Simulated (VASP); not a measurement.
Runs of VASP 6.6.1 on Al2O3. The structure is that of space group R-3c (No. 167), or close to it. The cells are those of the table. 

```csv
task,cell,cutoff (eV),smearing,gap on the mesh (eV),pressure (GPa),largest force (eV/Å)
single point,"a = 5.127 Å, angles 55.3°, 10 atoms",520,gaussian 0.1 eV,6.25,(a),0.02
single point,"a = 5.181 Å, angles 55.3°, 10 atoms",520,gaussian 0.1 eV,5.85,-0.1,0.01
single point,"a = 5.181 Å, angles 55.3°, 10 atoms",520,gaussian 0.02 eV,5.85,-0.2,-
single point,"a = 5.181 Å, angles 55.3°, 10 atoms",520,gaussian 0.01 eV,5.85,-0.2,-
relaxation of cell and atoms,"relaxed from a = 5.127 Å, angles 55.3°, 10 atoms",600,gaussian 0.1 eV,5.86,0.0,0.02
```

Alike in all rows: level PBE; potentials or basis VASP PAW PBE potentials, release 64 (Al, O); no spin polarisation; k mesh 6 × 6 × 6.

Problem. Estimate the missing entries.

Solution. (a) 7.8.

Caveats: the cell stands under pressure (at least some runs).

A k mesh can miss the band edges.
